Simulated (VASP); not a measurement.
The system is Si2Ni.

```
Ni Si
1.0
     0.00000    2.70300    2.70300
     2.70300    0.00000    2.70300
     2.70300    2.70300    0.00000
Ni Si
1 2
Direct
  0.00000 0.00000 0.00000
  0.75000 0.75000 0.75000
  0.25000 0.25000 0.25000
```

Base run:

| Item | Value |
| --- | --- |
| Program | VASP 6.6.1 |
| Functional | PBE |
| Potentials or basis | VASP PAW PBE potentials, release 64 (Ni_sv_GW, Si) |
| Cutoff | 690 eV |
| k mesh | 7 × 7 × 7 |
| Occupations | fermi-dirac, width 0.05 eV |
| Spin | collinear spin, ferromagnetic start |
| Starting moments | [0.5, 0.0, 0.0] μB |
| Fixed moment | 0.5 μB |

Its results: pressure 4.3 GPa; site moments Ni +0.25; Si +0.07 μB.

Q: The run is repeated on the same cell with these changes: functional from PBE to PBEsol. What comes out?

A: Pressure -0.8 GPa; site moments Ni +0.25; Si +0.07 μB.

PBEsol binds more tightly than PBE, so the same cell stands under less pressure.

Caveats: the total moment is fixed, so each spin has its own Fermi level and the state may be an excited one; the cell stands under pressure (at least some runs); the PAW data sets were made with another functional, which shifts forces and pressure a little (at least some runs).
